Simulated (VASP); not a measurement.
Runs of VASP 6.6.1 on Be3CCl2. The structure is that of space group P-3m1 (No. 164), or close to it. The cells are those of the table. 

```csv
task,cell,k mesh,cutoff (eV),smearing,gap on the mesh (eV),pressure (GPa),relaxed volume (Å³/atom),largest force (eV/Å)
relaxation of cell and atoms,"relaxed from a = 3.289, b = 3.289, c = 8.044 Å, angles 90.0, 90.0, 120.0°, 6 atoms",6 × 6 × 2,600,gaussian 0.1 eV,(a),0.1,14.54,0.02
single point,"a = 3.289, b = 3.289, c = 8.044 Å, angles 90.0, 90.0, 120.0°, 6 atoms",6 × 6 × 2,520,gaussian 0.1 eV,none,-11.0,-,(c)
single point,"a = 3.105, b = 3.105, c = 10.896 Å, angles 90.0, 90.0, 120.0°, 6 atoms",6 × 6 × 2,520,gaussian 0.1 eV,2.24,0.0,-,0.01
relaxation of cell and atoms,"relaxed from a = 3.105, b = 3.105, c = 10.896 Å, angles 90.0, 90.0, 120.0°, 6 atoms",12 × 12 × 4,600,gaussian 0.02 eV,2.29,0.0,15.60,0.01
single point,"a = 3.104, b = 3.104, c = 11.452 Å, angles 90.0, 90.0, 120.0°, 6 atoms",12 × 12 × 4,520,gaussian 0.02 eV,(b),0.0,-,0.01
```

Alike in all rows: level PBE; potentials or basis VASP PAW PBE potentials, release 64 (Be, C, Cl); no spin polarisation.

Estimate the missing entries.

(a) 2.17; (b) 2.30; (c) 3.68.

Caveats: some runs use coarse meshes; the volume moved by over 15 % at a fixed basis, so the end points are rough (some runs); forces of over 1 eV/Å act on the atoms, so gaps and moduli don't describe the material at rest (some runs).

A k mesh can miss the band edges.

A gap of «none» marks levels without a gap at the run's occupations.
